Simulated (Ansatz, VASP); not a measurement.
# SiNi in VASP and in Ansatz

INCAR

```
SYSTEM = SiNi
PREC     = Accurate       ! precision mode
ENCUT    = 520            ! plane-wave cutoff, eV
EDIFF    = 1E-6           ! SCF threshold, eV
ISMEAR   = 0              ! smearing method
SIGMA    = 0.15           ! smearing width, eV
LREAL    = .False.        ! projectors in reciprocal space
LASPH    = .True.         ! aspherical terms in the spheres
NELM     = 60             ! most SCF steps
ALGO     = Normal         ! electronic algorithm
ISIF     = 2              ! what is computed and relaxed
LWAVE    = .False.        ! write WAVECAR
LCHARG   = .False.        ! write CHGCAR
GGA      = PE             ! functional
NBANDS   = 22             ! bands
```

File KPOINTS:

```
regular mesh
0
Gamma
  16 14 10
  0 0 0
```

File POSCAR:

```
SiNi
1.0
    2.9025193866      0.0000000000      0.0000000000
    0.0000000000      3.4212304641      0.0000000000
    0.0000000000      0.0000000000      4.7093899524
Si Ni
2 2
Direct
    0.5000000000      0.5000000000      0.8431827238
    0.0000000000      0.0000000000      0.1568172762
    0.5000000000      0.5000000000      0.3423059774
    0.0000000000      0.0000000000      0.6576940226
```

Input for Ansatz:

```yaml
crystal:
  lattice:
    - [2.9025193866, 0.0, 0.0]
    - [0.0, 3.4212304641, 0.0]
    - [0.0, 0.0, 4.7093899524]
  atoms:
    - { symbol: Si, position: [0.5, 0.5, 0.8431827238] }
    - { symbol: Si, position: [0.0, 0.0, 0.1568172762] }
    - { symbol: Ni, position: [0.5, 0.5, 0.3423059774] }
    - { symbol: Ni, position: [0.0, 0.0, 0.6576940226] }
basis:
  ecutwfc: 420
kpoints:
  mp_grid: { grid: [16, 14, 10] }
hamiltonian:
  xc: pbe
scf:
  occupations: { method: gaussian, width: 0.15 }
output:
  forces: true
  stress: true
  eigenvalues: true
  write_density: true
  write_potential: true
  elf: true
  volumetric_format: npy
```

Change from the starting cell: strain -0.0500 x Voigt [1, -1, 0, 0, 0, 0], atoms carried along.

Alike in both runs: task single point; functional PBE; k mesh 16 × 14 × 10; occupations gaussian, width 0.15 eV; no spin polarisation.

```csv
,VASP,Ansatz
version,VASP 6.6.1,Ansatz 0.2.0
potentials or method,"VASP PAW PBE potentials, release 64 (Si, Ni), cutoff 520 eV","scalar-relativistic, plane waves, PAW"
valence electrons in the cell,28,44
```

Ansatz gave:

| Item | Value |
| --- | --- |
| gap on the k mesh at the Fermi level (eV) | none |
| pressure (GPa) | -0.7 |
| traceless stress, the component that is largest in VASP (GPa) | -2.55 |
| rms of the force components (eV/Å) | 0.045 |

**Question.** Estimate VASP's values.

**Answer.** gap on the k mesh at the Fermi level (eV): none; pressure (GPa): -0.5; traceless stress, the component that is largest in VASP (GPa): -2.56; rms of the force components (eV/Å): 0.041.

Atom by atom the forces differ by 0.004 eV/Å (rms over components). A gap of «none» marks a metal or a gap that the smearing closes. VASP's potentials hold 28 valence electrons a cell and Ansatz's 44, so a difference there can come from the potentials and not from the codes.
